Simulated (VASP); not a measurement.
# TiOs3 (Pm-3m) in VASP: notebook, part 2 of 2

VASP 6.6.1. Earlier steps stand in the parts before.

**4. Single point, PBE**

This run uses another cell than the first one, of 14.10 Å³/atom, 1.091 times its volume.

INCAR

```
PREC = Accurate ; ENCUT = 520
EDIFF = 1E-7 ; ISMEAR = 0
SIGMA = 0.2 ; LREAL = False
LASPH = True ; NELM = 80
ALGO = Normal ; ISIF = 2
LWAVE = False ; LCHARG = False
GGA = PE ; NBANDS = 26
```

KPOINTS

```
Automatic mesh
0
Gamma
  6 6 6
```

POSCAR

```
TiOs3
1.0
    3.8351906130      0.0000000000      0.0000000000
    0.0000000000      3.8351906130      0.0000000000
    0.0000000000      0.0000000000      3.8351906130
Ti Os
1 3
Direct
    0.0000000000      0.0000000000      0.0000000000
    0.5000000000      0.5000000000      0.0000000000
    0.5000000000      0.0000000000      0.5000000000
    0.0000000000      0.5000000000      0.5000000000
```

Potentials or basis: VASP PAW PBE potentials, release 64 (Ti_sv, Os).

Started as:

```sh
$ cat potpaw_PBE.64/Ti_sv/POTCAR potpaw_PBE.64/Os/POTCAR > POTCAR
$ mpirun -np 1 vasp_std > vasp.out
```

OUTCAR:

```text
PREC = Accurate
   ENCUT = 520
   EDIFF = 1E-7
   ISMEAR = 0
   LREAL = False
   LASPH = True
   NELM = 80
   ISIF = 2
   GGA = PE

 ion  position               nearest neighbor table
   1  0.000  0.000  0.000-   2 2.71   3 2.71   4 2.71   3 2.71   4 2.71   2 2.71   4 2.71   4 2.71
                             2 2.71   3 2.71   3 2.71   2 2.71
   2  0.500  0.500  0.000-   1 2.71   3 2.71   4 2.71   3 2.71   4 2.71   1 2.71   3 2.71   3 2.71
                             1 2.71   4 2.71   4 2.71   1 2.71
   3  0.500  0.000  0.500-   1 2.71   2 2.71   4 2.71   1 2.71   2 2.71   2 2.71   4 2.71   2 2.71
                             1 2.71   4 2.71   1 2.71   4 2.71
   4  0.000  0.500  0.500-   1 2.71   2 2.71   3 2.71   1 2.71   2 2.71   1 2.71   3 2.71   1 2.71
                             2 2.71   3 2.71   2 2.71   3 2.71

  LATTYP: Found a simple cubic cell.
 ALAT       =     3.8351906130

  Lattice vectors:

 A1 = (   3.8351906130,   0.0000000000,   0.0000000000)
 A2 = (   0.0000000000,   3.8351906130,   0.0000000000)
 A3 = (   0.0000000000,   0.0000000000,   3.8351906130)

Analysis of symmetry for initial positions (statically):
=====================================================================
 Subroutine PRICEL returns:
 Original cell was already a primitive cell.

 Routine SETGRP: Setting up the symmetry group for a
 simple cubic supercell.

 Subroutine GETGRP returns: Found 48 space group operations
 (whereof 48 operations were pure point group operations)
 out of a pool of 48 trial point group operations.

The static configuration has the point symmetry O_h .

Analysis of symmetry for dynamics (positions and initial velocities):
=====================================================================
 Subroutine PRICEL returns:
 Original cell was already a primitive cell.

 Routine SETGRP: Setting up the symmetry group for a
 simple cubic supercell.

 Subroutine GETGRP returns: Found 48 space group operations
[... 121 lines left out ...]
     AMIX     =   0.40;   BMIX     =  1.00
     AMIX_MAG =   1.60;   BMIX_MAG =  1.00
  volume/ion in A,a.u.               =      14.10        95.17
  Fermi-wavevector in a.u.,A,eV,Ry     =   1.409469  2.663509 27.029354  1.986601
  Thomas-Fermi vector in A             =   2.531521
   LORBIT       =      0    0 simple, 1 ext, 2 COOP (PROOUT), +10 PAW based schemes
   GGA     = PE    functional components
   LHFCALC =     F    Hartree Fock is set to
   AEXX    =    0.0000 exact exchange contribution
   IVDW    =     0    specifies the selected vdW correction
   LEPSILON=     F    determine dielectric tensor
   LRPA    =     F    only Hartree local field effects (RPA)
 non-spin polarized calculation
 Gauss-broadening in eV      SIGMA  =   0.20
  energy-cutoff  :      520.00
  volume of cell :       56.41
 maximum number of plane-waves:      1568
 NGX is ok and might be reduce to    30
   NGX = 15   NGY = 15   NGZ = 15

 number of electron      36.0000004 magnetization

 Free energy of the ion-electron system (eV)
  ---------------------------------------------------
  ext. energy  EPLUGINS =         0.00000000
  ---------------------------------------------------
  free energy    TOTEN  =       -42.13558301 eV

  energy without entropy =      -42.05571888  energy(sigma->0) =      -42.09565094

 E-fermi :   9.2349     XC(G=0): -13.6432

 val. band max:        9.2009793415   @ k =   0.3333   0.1667   0.0000
 cond. band min:       9.2726728398   @ k =   0.5000   0.3333   0.0000
 fundamental gap:      0.0716934983
 Fermi energy:         9.2349207872

 k-point     1 :       0.0000    0.0000    0.0000
  band No.  band energies     occupation
      1     -47.1332      2.00000
      2     -23.4122      2.00000
      3     -23.4122      2.00000
      4     -23.4122      2.00000
      5      -0.3455      2.00000
      6       2.4754      2.00000
[... 569 lines left out ...]
     25      12.9607      0.00000
     26      12.9609      0.00000

------------------------ aborting loop because EDIFF is reached ----------------------------------------

  FORCE on cell =-STRESS in cart. coord.  units (eV):
  Direction    XX          YY          ZZ          XY          YZ          ZX
  --------------------------------------------------------------------------------------
  -------------------------------------------------------------------------------------
  Total        4.3242216      4.3242216      4.3242216      0.0000000     -0.0000000      0.0000000
  in kB      122.8167674    122.8167674    122.8167674      0.0000000     -0.0000000      0.0000000
  external PRESSURE =     122.8167674 kB  Pullay stress =       0.0000000 kB

 VOLUME and BASIS-vectors are now :
 -----------------------------------------------------------------------------
  energy-cutoff  :      520.00
  volume of cell :       56.41
      direct lattice vectors                 reciprocal lattice vectors
     3.835190613  0.000000000  0.000000000     0.260743233  0.000000000  0.000000000
     0.000000000  3.835190613  0.000000000     0.000000000  0.260743233  0.000000000
     0.000000000  0.000000000  3.835190613     0.000000000  0.000000000  0.260743233

 POSITION                                       TOTAL-FORCE (eV/Angst)
 -----------------------------------------------------------------------------------
      0.00000      0.00000      0.00000         0.000000      0.000000      0.000000
      1.91760      1.91760      0.00000         0.000000      0.000000      0.000000
      1.91760      0.00000      1.91760         0.000000      0.000000      0.000000
      0.00000      1.91760      1.91760         0.000000      0.000000      0.000000
 -----------------------------------------------------------------------------------
    total drift:                                0.000000      0.000000     -0.000000

  FREE ENERGIE OF THE ION-ELECTRON SYSTEM (eV)
  ---------------------------------------------------
  free  energy   TOTEN  =       -42.1355830084 eV

  energy  without entropy=      -42.0557188809  energy(sigma->0) =      -42.09565094
```

stdout:

```text
POSCAR found type information on POSCAR TiOs
 POSCAR found :  2 types and       4 ions
 scaLAPACK will be used
 LDA part: xc-table for (Slater+PW92), standard interpolation
 POSCAR, INCAR and KPOINTS ok, starting setup
 FFT: planning ... GRIDC
 FFT: planning ... GRID_SOFT
 FFT: planning ... GRID
 WAVECAR not read
 entering main loop
```

Wall time 20 s (1 thread of Intel Xeon 6975P-C (Granite Rapids), shared host); peak memory 0.18 GiB.

Results:

- Free energy: -42.1356 eV
- Pressure: 12.3 GPa
- Band gap on the k mesh: zero (band 18 reaches 12.34 eV, above the bottom of band 19 at 8.30 eV)

Levels at points of the mesh, in eV from the Fermi level:
```csv
k point,band 14,band 15,band 16,band 17,band 18,band 19,band 20,band 21,band 22,band 23
"(0.00, 0.00, 0.00)",-1.60,1.01,1.01,2.90,3.10,3.10,3.10,3.56,3.56,3.56
"(0.50, 0.00, 0.00)",-2.79,-1.60,-1.28,-0.25,-0.21,-0.21,1.53,1.53,1.56,1.98
"(0.50, 0.50, 0.00)",-2.77,-2.60,-1.12,-0.98,-0.98,-0.93,0.26,0.47,1.87,2.03
"(0.50, 0.50, 0.50)",-1.83,-0.92,-0.92,0.09,0.64,0.64,0.64,2.90,2.90,2.90
```

Caveat: spin-orbit coupling is left out, which moves the levels of the heavy elements.

**5. Single point, PBE**

This run uses another cell than the first one, of 14.69 Å³/atom, 1.136 times its volume.

INCAR

```
SYSTEM = TiOs3
PREC = Accurate ; ENCUT = 520
EDIFF = 1E-7 ; ISMEAR = 0
SIGMA = 0.2 ; LREAL = .False.
LASPH = .True. ; NELM = 60
ALGO = Normal ; ISIF = 2
LWAVE = .False. ; LCHARG = .False.
GGA = PE ; NBANDS = 26
```

KPOINTS

```
regular mesh
0
Gamma
  6 6 6
  0 0 0
```

POSCAR

```
TiOs3
1.0
    3.8877340000      0.0000000000      0.0000000000
    0.0000000000      3.8877340000      0.0000000000
    0.0000000000      0.0000000000      3.8877340000
Ti Os
1 3
Direct
    0.0000000000      0.0000000000      0.0000000000
    0.5000000000      0.5000000000      0.0000000000
    0.5000000000      0.0000000000      0.5000000000
    0.0000000000      0.5000000000      0.5000000000
```

Started as:

```sh
$ cat potpaw_PBE.64/Ti_sv/POTCAR potpaw_PBE.64/Os/POTCAR > POTCAR
$ mpirun -np 1 vasp_std > vasp.out
```

Wall time 18 s (1 thread of Intel Xeon 6975P-C (Granite Rapids), shared host); peak memory 0.18 GiB.

The run converged. Its results:

```
Free energy            : -42.2133 eV
Pressure               : -1.4 GPa
Band gap on the k mesh : zero (band 18 reaches 11.63 eV, above the bottom of band 19 at 7.81 eV)
```

Levels at points of the mesh, in eV from the Fermi level:
```csv
k point,band 16,band 17,band 18,band 19,band 20,band 21
"(0.00, 0.00, 0.00)",0.94,2.70,2.95,2.95,2.95,3.32
"(0.50, 0.00, 0.00)",-1.20,-0.23,-0.20,-0.20,1.45,1.48
"(0.50, 0.50, 0.00)",-1.04,-0.92,-0.92,-0.87,0.25,0.43
"(0.50, 0.50, 0.50)",-0.86,0.08,0.57,0.57,0.57,2.71
```

Caveat: spin-orbit coupling is left out, which moves the levels of the heavy elements.

**6. The runs side by side**

| cell | gap on the mesh (eV) | pressure (GPa) |
| --- | --- | --- |
| a = 3.726 Å, 4 atoms | none | 51.1 |
| a = 3.781 Å, 4 atoms | none | 29.5 |
| a = 3.835 Å, 4 atoms | none | 12.3 |
| a = 3.888 Å, 4 atoms | none | -1.4 |

Alike in all rows: task single point; level PBE; potentials or basis VASP PAW PBE potentials, release 64 (Ti_sv, Os); no spin polarisation; k mesh 6 × 6 × 6; cutoff (eV) 520; smearing gaussian 0.2 eV.

Caveats: spin-orbit coupling is left out, which moves the levels of the heavy elements.

Absolute energies hang on the potentials; compare differences alone.
